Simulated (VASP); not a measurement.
# Sc2As3Se3 (R-3m) in VASP: relaxation of cell and atoms with PBE

Aim: the relaxation of cell and atoms of Sc2As3Se3 with PBE.

Program: VASP 6.6.1. These are calculated values, not measurements. Logs are shortened: lines on timing, memory, paths and dates and some standing lists are left out, and cuts for length are marked.

## Step 1: The cell of the first run

The structure is trigonal, space group R-3m (No. 166). The conventional cell has a = 5.782 Å, b = 5.782 Å, c = 20.146 Å, α = 90.00°, β = 90.00°, γ = 120.00°. Sc (site symmetry 3m) has 3 As at 2.27 Å within 3.0 Å. As (site symmetry 2/m) has 2 Sc at 2.27 Å and 4 As at 2.89 Å within 3.0 Å. Within 5.0 Å of Se (site symmetry -3m) lie 6 Se at 3.66 Å and 6 As at 3.75 Å and 8 Sc at 3.80 to 4.90 Å. Within 4.3 Å of Se (site symmetry 3m) lie 4 Sc at 3.31 to 3.35 Å and 6 As at 3.44 Å and 4 Se at 3.66 to 3.73 Å.

The cell was generated, and may not be a known phase.

## Step 2: Relaxation of cell and atoms, PBE

Contents of INCAR:

```
SYSTEM = Sc2As3Se3
PREC = Accurate ; ENCUT = 600
EDIFF = 1E-7 ; ISMEAR = 0
SIGMA = 0.2 ; LREAL = .FALSE.
LASPH = .TRUE. ; NELM = 80
ALGO = Normal ; ISIF = 3
LWAVE = .FALSE. ; LCHARG = .FALSE.
GGA = PE ; IBRION = 2
NSW = 36 ; EDIFFG = -0.08
```

Contents of KPOINTS:

```
Automatic mesh
0
G
  4 4 4
  0 0 0
```

Contents of POSCAR:

```
Sc2As3Se3
1.0
    2.8909829500      1.6691097800      6.7153011000
   -2.8909829500      1.6691097800      6.7153011000
    0.0000000000     -3.3382195700      6.7153011000
Sc As Se
2 3 3
Direct
    0.7433999800      0.7433999800      0.7433999800
    0.2566000200      0.2566000200      0.2566000200
    0.5000000000      0.5000000000      0.0000000000
    0.0000000000      0.5000000000      0.5000000000
    0.5000000000      0.0000000000      0.5000000000
    0.5000000000      0.5000000000      0.5000000000
    0.0925000000      0.0925000000      0.0925000000
    0.9075000000      0.9075000000      0.9075000000
```

Potentials or basis: VASP PAW PBE potentials, release 64 (Sc_sv, As, Se).

On the command line:

```bash
> cat potpaw_PBE.64/Sc_sv/POTCAR potpaw_PBE.64/As/POTCAR potpaw_PBE.64/Se/POTCAR > POTCAR
> mpirun -np 1 vasp_std > vasp.out
```

OUTCAR:

```text
SYSTEM = Sc2As3Se3
   PREC = Accurate
   ENCUT = 600
   EDIFF = 1E-7
   ISMEAR = 0
   LREAL = .FALSE.
   LASPH = .TRUE.
   NELM = 80
   ISIF = 3
   GGA = PE
   IBRION = 2
   NSW = 36
   EDIFFG = -0.08

 ion  position               nearest neighbor table
   1  0.743  0.743  0.743-   3 2.27   4 2.27   5 2.27
   2  0.257  0.257  0.257-   3 2.27   4 2.27   5 2.27
   3  0.500  0.500  0.000-   1 2.27   2 2.27   4 2.89   5 2.89   5 2.89   4 2.89
   4  0.000  0.500  0.500-   1 2.27   2 2.27   3 2.89   3 2.89   5 2.89   5 2.89
   5  0.500  0.000  0.500-   1 2.27   2 2.27   3 2.89   3 2.89   4 2.89   4 2.89
   6  0.500  0.500  0.500-
   7  0.093  0.093  0.093-
   8  0.907  0.907  0.907-

  LATTYP: Found a trigonal (rhomboedric) cell.
 ALAT       =     7.4992652132
 COS(alpha) =     0.7027761672

  Lattice vectors:

 A1 = (   2.8909829500,   1.6691097800,   6.7153011000)
 A2 = (  -2.8909829500,   1.6691097800,   6.7153011000)
 A3 = (   0.0000000000,  -3.3382195700,   6.7153011000)

Analysis of symmetry for initial positions (statically):
=====================================================================
 Subroutine PRICEL returns:
 Original cell was already a primitive cell.

 Routine SETGRP: Setting up the symmetry group for a
 trigonal (rhombohedral) supercell.

 Subroutine GETGRP returns: Found 12 space group operations
 (whereof 12 operations were pure point group operations)
 out of a pool of 12 trial point group operations.

The static configuration has the point symmetry D_3d.

Analysis of symmetry for dynamics (positions and initial velocities):
=====================================================================
 Subroutine PRICEL returns:
 Original cell was already a primitive cell.

 Routine SETGRP: Setting up the symmetry group for a
 trigonal (rhombohedral) supercell.

 Subroutine GETGRP returns: Found 12 space group operations
 (whereof 12 operations were pure point group operations)
 out of a pool of 12 trial point group operations.

The dynamic configuration has the point symmetry D_3d.

 Subroutine INISYM returns: Found 12 space group operations
 (whereof 12 operations are pure point group operations),
 and found     1 'primitive' translations

----------------------------------------------------------------------------------------

                                     Primitive cell

  volume of cell :     194.4228

  direct lattice vectors                    reciprocal lattice vectors
     2.890982950  1.669109780  6.715301100     0.172951556  0.099853628  0.049637883
    -2.890982950  1.669109780  6.715301100    -0.172951556  0.099853628  0.049637883
     0.000000000 -3.338219570  6.715301100     0.000000000 -0.199707255  0.049637883

  length of vectors
     7.499265213  7.499265213  7.499265215     0.205783642  0.205783642  0.205783642

  position of ions in fractional coordinates (direct lattice)
     0.743399980  0.743399980  0.743399980
     0.256600020  0.256600020  0.256600020
     0.500000000  0.500000000  0.000000000
     1.000000000  0.500000000  0.500000000
     0.500000000  1.000000000  0.500000000
     0.500000000  0.500000000  0.500000000
     0.092500000  0.092500000  0.092500000
     0.907500000  0.907500000  0.907500000

  ion indices of the primitive-cell ions
   primitive index   ion index
                 1           1
                 2           2
                 3           3
                 4           4
                 5           5
                 6           6
                 7           7
                 8           8

----------------------------------------------------------------------------------------

 KPOINTS: Automatic mesh

Automatic generation of k-mesh.
 Grid dimensions read from file:
 generate k-points for:    4    4    4

 Generating k-lattice:

  Cartesian coordinates                     Fractional coordinates (reciprocal lattice)
     0.043237889  0.024963407  0.012409471     0.250000000 -0.000000000  0.000000000
    -0.043237889  0.024963407  0.012409471    -0.000000000  0.250000000  0.000000000
     0.000000000 -0.049926814  0.012409471     0.000000000  0.000000000  0.250000000

  Length of vectors
     0.051445910  0.051445910  0.051445910

  Shift w.r.t. Gamma in fractional coordinates (k-lattice)
     0.000000000  0.000000000  0.000000000

 Subroutine IBZKPT returns following result:
 ===========================================

 Found     13 irreducible k-points:

 Following reciprocal coordinates:
            Coordinates               Weight
  0.000000  0.000000  0.000000      1.000000
  0.250000 -0.000000  0.000000      6.000000
  0.500000 -0.000000  0.000000      3.000000
  0.250000  0.250000  0.000000      6.000000
  0.500000  0.250000 -0.000000     12.000000
 -0.250000  0.250000  0.000000      6.000000
  0.500000  0.500000  0.000000      3.000000
  0.250000  0.250000  0.250000      2.000000
  0.500000  0.250000  0.250000      6.000000
 -0.250000  0.250000  0.250000      6.000000
  0.500000  0.500000  0.250000      6.000000
 -0.250000  0.500000  0.250000      6.000000
  0.500000  0.500000  0.500000      1.000000
   k-points           NKPTS =     13   k-points in BZ     NKDIM =     13   number of bands    NBANDS=     33
   number of dos      NEDOS =    301   number of ions     NIONS =      8
   total plane-waves  NPLWV = 216000
   dimension x,y,z NGX =    60 NGY =   60 NGZ =   60
   dimension x,y,z NGXF=   120 NGYF=  120 NGZF=  120
   ions per type =               2   3   3
   NGX,Y,Z   is equivalent  to a cutoff of  13.30, 13.30, 13.30 a.u.
   NGXF,Y,Z  is equivalent  to a cutoff of  26.60, 26.60, 26.60 a.u.
 SYSTEM =  Sc2As3Se3
   PREC   = accura    normal or accurate (medium, high low for compatibility)
   ISTART =      0    job   : 0-new  1-cont  2-samecut
   ICHARG =      2    charge: 1-file 2-atom 10-const
   ISPIN  =      1    spin polarized calculation?
   LNONCOLLINEAR =      F non collinear calculations
   LSORBIT =      F    spin-orbit coupling
   LASPH  =      T    aspherical Exc in radial PAW
   ENCUT  =  600.0 eV  44.10 Ry    6.64 a.u.  14.98 14.98 14.98*2*pi/ulx,y,z
   NELM   =     80;   NELMIN=  2; NELMDL= -5     # of ELM steps
   EDIFF  = 0.1E-06   stopping-criterion for ELM
   LREAL  =      F    real-space projection
   EDIFFG = -.8E-01   stopping-criterion for IOM
   NSW    =     36    number of steps for IOM
   IBRION =      2    ionic relax: 0-MD 1-quasi-New 2-CG
   NFREE  =      1    steps in history (QN), initial steepest desc. (CG)
   ISIF   =      3    stress and relaxation
   ISYM   =      2    0-nonsym 1-usesym 2-fastsym
   POTIM  = 0.5000    time-step for ionic-motion
   TEBEG  =    0.0;   TEEND  =   0.0 temperature during run
   PSTRESS=    0.0 pullay stress
   NELECT =      55.0000    total number of electrons
   NUPDOWN=      -1.0000    fix difference up-down
   EMIN   =  10.00;   EMAX   =-10.00  energy-range for DOS
   EFERMI =   0.00;   METHOD = LEGACY
   ISMEAR =     0;   SIGMA  =   0.20  broadening in eV -4-tet -1-fermi 0-gaus
   EFERMI_NEDOS =   21; number of points for ismear=-14 and -15
   IALGO  =     38    algorithm
   IMIX   =      4    mixing-type and parameters
     AMIX     =   0.40;   BMIX     =  1.00
     AMIX_MAG =   1.60;   BMIX_MAG =  1.00
  volume/ion in A,a.u.               =      24.30       164.00
  Fermi-wavevector in a.u.,A,eV,Ry     =   1.074682  2.030855 15.713934  1.154942
  Thomas-Fermi vector in A             =   2.210517
   LORBIT       =      0    0 simple, 1 ext, 2 COOP (PROOUT), +10 PAW based schemes
   GGA     = PE    functional components
   LHFCALC =     F    Hartree Fock is set to
   AEXX    =    0.0000 exact exchange contribution
   IVDW    =     0    specifies the selected vdW correction
   LEPSILON=     F    determine dielectric tensor
   LRPA    =     F    only Hartree local field effects (RPA)
 conjugate gradient relaxation of ions
 non-spin polarized calculation
 Gauss-broadening in eV      SIGMA  =   0.20
  energy-cutoff  :      600.00
  volume of cell :      194.42
 maximum number of plane-waves:      6504
   NGX = 29   NGY = 29   NGZ = 29

--------------------------------------- Ionic step        1  -------------------------------------------

 number of electron      54.9999999 magnetization

 Free energy of the ion-electron system (eV)
  ---------------------------------------------------
  ext. energy  EPLUGINS =         0.00000000
  ---------------------------------------------------
  free energy    TOTEN  =       -34.66748232 eV

  energy without entropy =      -34.54602977  energy(sigma->0) =      -34.60675605

------------------------ aborting loop because EDIFF is reached ----------------------------------------

  FORCE on cell =-STRESS in cart. coord.  units (eV):
  Direction    XX          YY          ZZ          XY          YZ          ZX
  --------------------------------------------------------------------------------------
  -------------------------------------------------------------------------------------
  Total        5.5160486      5.5160486     20.7279985      0.0000000     -0.0000000      0.0000000
  in kB       45.4560291     45.4560290    170.8129436      0.0000000     -0.0000001      0.0000000
  external PRESSURE =      87.2416672 kB  Pullay stress =       0.0000000 kB
[... 107 lines left out ...]
  FREE ENERGIE OF THE ION-ELECTRON SYSTEM (eV)
  ---------------------------------------------------
  free  energy   TOTEN  =       -38.0533420633 eV

  energy  without entropy=      -37.8773273227  energy(sigma->0) =      -37.96533469

 E-fermi :   3.4266     XC(G=0):  -9.6759

 val. band max:        3.4058885011   @ k =   0.2500  -0.0000   0.0000
 cond. band min:       3.4521444844   @ k =   0.5000   0.5000   0.2500
 fundamental gap:      0.0462559833
 Fermi energy:         3.4266350585

 k-point     1 :       0.0000    0.0000    0.0000
  band No.  band energies     occupation
      1     -46.2738      2.00000
      2     -46.2734      2.00000
      3     -24.8982      2.00000
      4     -24.8982      2.00000
      5     -24.8950      2.00000
      6     -24.8950      2.00000
[... 457 lines left out ...]
     32       5.7929      0.00000
     33       6.0148      0.00000

[... ionic steps 4 to 14 ...]

--------------------------------------- Ionic step       15  -------------------------------------------

 number of electron      55.0000004 magnetization

------------------------ aborting loop because EDIFF is reached ----------------------------------------

  FORCE on cell =-STRESS in cart. coord.  units (eV):
  Direction    XX          YY          ZZ          XY          YZ          ZX
  --------------------------------------------------------------------------------------
  -------------------------------------------------------------------------------------
  Total       -0.1191566     -0.1191566     -0.6497311      0.0000000      0.0000000      0.0000000
  in kB       -1.0894930     -1.0894930     -5.9407326      0.0000000      0.0000000      0.0000000
  external PRESSURE =      -2.7065729 kB  Pullay stress =       0.0000000 kB
[... 69 lines left out ...]
  energy  without entropy=      -40.8605723825  energy(sigma->0) =      -40.92257700

--------------------------------------- Ionic step       17  -------------------------------------------

 number of electron      55.0000005 magnetization

 Free energy of the ion-electron system (eV)
  ---------------------------------------------------
  ext. energy  EPLUGINS =         0.00000000
  ---------------------------------------------------
  free energy    TOTEN  =       -40.98539393 eV

  energy without entropy =      -40.86048295  energy(sigma->0) =      -40.92293844

 E-fermi :   4.5186     XC(G=0): -10.0632

 val. band max:        4.4998943767   @ k =   0.5000   0.5000   0.0000
 cond. band min:       4.5344571945   @ k =  -0.2500   0.5000   0.2500
 fundamental gap:      0.0345628178
 Fermi energy:         4.5186027106

 k-point     1 :       0.0000    0.0000    0.0000
  band No.  band energies     occupation
      1     -45.2984      2.00000
      2     -45.2939      2.00000
      3     -23.9174      2.00000
      4     -23.9142      2.00000
      5     -23.9142      2.00000
      6     -23.8970      2.00000
[... 492 lines left out ...]
  FREE ENERGIE OF THE ION-ELECTRON SYSTEM (eV)
  ---------------------------------------------------
  free  energy   TOTEN  =       -40.9853939316 eV

  energy  without entropy=      -40.8604829451  energy(sigma->0) =      -40.92293844

 reached required accuracy - stopping structural energy minimisation
```

Run time: 45 min. Hardware: 1 thread of Intel Xeon Platinum 8488C (Sapphire Rapids), shared host; peak memory 0.61 GiB.

What came out:

```yaml
Free_energy: -40.9854 eV
Relaxed_volume: 21.81 Å³/atom
Relaxed_cell: a = 8.293 Å, b = 8.293 Å, c = 8.293 Å, α = 35.80°, β = 35.80°, γ = 35.80°
Space_group_after_relaxing_to_0.1_Å: R-3m (No. 166)
Energy_gained_by_relaxing: 789.7 meV/atom
Ionic_steps: 17
Pressure_after_relaxing: 0.1 GPa
Largest_force_after_relaxing: 0.059 eV/Å
Band_gap_on_the_k_mesh: zero (an odd number of electrons rules out a gap without spin polarisation)
```

Forces on the atoms (eV/Å):
```
Sc   0.000  0.000 -0.059
Sc   0.000  0.000  0.059
As   0.000  0.000  0.000
As   0.000  0.000  0.000
As   0.000  0.000  0.000
Se   0.000  0.000  0.000
Se   0.000  0.000 -0.016
Se   0.000  0.000  0.016
```

Stress tensor (GPa, compression positive):
```
 0.14  0.00  0.00
 0.00  0.14  0.00
 0.00  0.00 -0.07
```

The path:
```tsv
step	energy change (eV)	largest force (eV/Å)	pressure (GPa)	volume (Å³)
1	0.0000	9.6966	8.72	194.42
2	-2.8311	0.8842	-10.34	233.52
3	-3.3859	1.3678	-7.29	219.24
4	-5.0130	1.3433	-4.72	191.57
5	-5.8061	1.2101	2.07	166.57
6	-5.8086	1.1491	3.88	162.58
7	-6.1128	0.2474	3.22	163.69
8	-6.1310	0.3217	3.39	164.03
9	-6.1991	0.5510	-2.12	176.93
10	-6.2277	0.3806	-0.34	172.17
11	-6.2572	0.3669	-0.21	172.32
12	-6.3041	0.2607	0.31	172.64
13	-6.3058	0.2195	0.48	172.69
14	-6.3151	0.0299	-0.49	176.01
15	-6.3161	0.0744	-0.27	175.23
16	-6.3171	0.0969	0.30	173.97
17	-6.3179	0.0590	0.07	174.47
```

Final structure:
```
CELL_PARAMETERS angstrom
2.54869 1.47149 7.75342
-2.54869 1.47149 7.75342
0.00000 -2.94298 7.75342
ATOMIC_POSITIONS crystal
Sc 0.78219 0.78219 0.78219
Sc 0.21781 0.21781 0.21781
As 0.50000 0.50000 0.00000
As 0.00000 0.50000 0.50000
As 0.50000 0.00000 0.50000
Se 0.50000 0.50000 0.50000
Se 0.10544 0.10544 0.10544
Se 0.89456 0.89456 0.89456
```

Caveat: the relaxation stopped at a loose force limit of 0.08 eV/Å, so its end isn't a converged minimum.

The gap in the log of VASP goes by the Fermi energy; the results here count the filled bands.